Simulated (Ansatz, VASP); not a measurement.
One calculation of Ta, two programs

```
CELL_PARAMETERS angstrom
4.86958 0.00000 0.00000
-2.43479 4.21718 0.00000
0.00000 0.00000 2.73440
ATOMIC_POSITIONS crystal
Ta 0.00000 0.00000 0.00000
Ta 0.33333 0.66667 0.50000
Ta 0.66667 0.33333 0.50000
```

Alike in both runs: task single point; functional PBEsol; k mesh 9 × 9 × 13; occupations fermi-dirac, width 0.1 eV; no spin polarisation.

```csv
,VASP,Ansatz
version,VASP 6.6.1,Ansatz 0.2.0
potentials or method,"VASP PAW PBE potentials, release 64 (Ta_pv), cutoff 520 eV","plane waves (420 eV) with PAW, scalar-relativistic"
valence electrons in the cell,33,39
```

|  | VASP | Ansatz | Ansatz less VASP |
| --- | --- | --- | --- |
| pressure (GPa) | -7.0 | -7.1 | -0.13 |
| traceless stress, the component that is largest in VASP (GPa) | -0.61 | -0.67 | -0.052 |

VASP's potentials were made for PBE, not for PBEsol, and Ansatz warns of the same on its side. VASP's potentials hold 33 valence electrons a cell and Ansatz's 39, so a difference there can come from the potentials and not from the codes.

Spin-orbit coupling is off throughout.
